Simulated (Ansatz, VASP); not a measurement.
# Two plane-wave programs on V

```
V
1.0
    -1.49120    1.49120    1.49120
     1.49120   -1.49120    1.49120
     1.49120    1.49120   -1.49120
V
1
Cartesian
  0.0000 0.0000 0.0000
```

Alike in both runs: task single point; functional PBEsol; k mesh 8 × 8 × 8; occupations gaussian, width 0.1 eV; collinear spin.

|  | VASP | Ansatz |
| --- | --- | --- |
| version | VASP 6.6.1 | Ansatz 0.2.0 |
| potentials or method | VASP PAW PBE potentials, release 64 (V_sv), cutoff 500 eV | scalar-relativistic, plane waves, PAW |
| valence electrons in the cell | 13 | 13 |

```csv
,VASP,Ansatz,Ansatz less VASP
gap on the k mesh at the Fermi level (eV),none,none,-
pressure (GPa),-5.8,-5.9,-0.09
net moment per atom (μB),0.00,0.00,0.000
```

VASP's potentials were made for PBE, not for PBEsol. A gap of «none» marks a metal or a gap that the smearing closes. The functional is the same, so the differences come from potentials, cutoffs and numerics. Ansatz's warnings: seeded moment not kept.

The k mesh is coarse, so the values compare programs but aren't converged.
